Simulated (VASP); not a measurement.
A run of VASP 6.6.1 is set up as follows.

The input INCAR:

```
SYSTEM = Sr
PREC = Accurate
ENCUT = 520
EDIFF = 1E-6
ISMEAR = 0
SIGMA = 0.15
LREAL = .FALSE.
LASPH = .TRUE.
NELM = 100
ALGO = Fast
ISIF = 2
LWAVE = .FALSE.
LCHARG = .FALSE.
GGA = PS
NBANDS = 17
```

File KPOINTS:

```
Automatic mesh
0
G
  12 12 8
  0 0 0
```

Contents of POSCAR:

```
Sr
1.0
    3.8937884075      0.0000000000      0.0000000000
   -1.9468942037      3.6387507070      0.0000000000
    0.0000000000      0.0000000000      7.3600234723
Sr
2
Direct
    0.3333333333      0.6666666667      0.2500000000
    0.6666666667      0.3333333333      0.7500000000
```

Potentials or basis: VASP PAW PBE potentials, release 64 (Sr_sv).

Launch:

```bash
$ cat potpaw_PBE.64/Sr_sv/POTCAR > POTCAR
$ mpirun -np 1 vasp_std > vasp.out
```

**Question.** Predict the pressure.

**Answer.** 0.2 GPa.

**Question.** What does it give for the band gap on the k mesh?

**Answer.** Zero (bands 10 and 11 overlap by 0.41 eV).

Forces on the atoms (eV/Å):
```
Sr   0.000  0.050  0.000
Sr   0.000 -0.050  0.000
```

Caveat: the cell differs from its parent crystal (strain +e along x and -e along y -0.0367, strain +e along z and -e/2 along x and y +0.0700); the PAW data sets were made with another functional, which shifts forces and pressure a little.
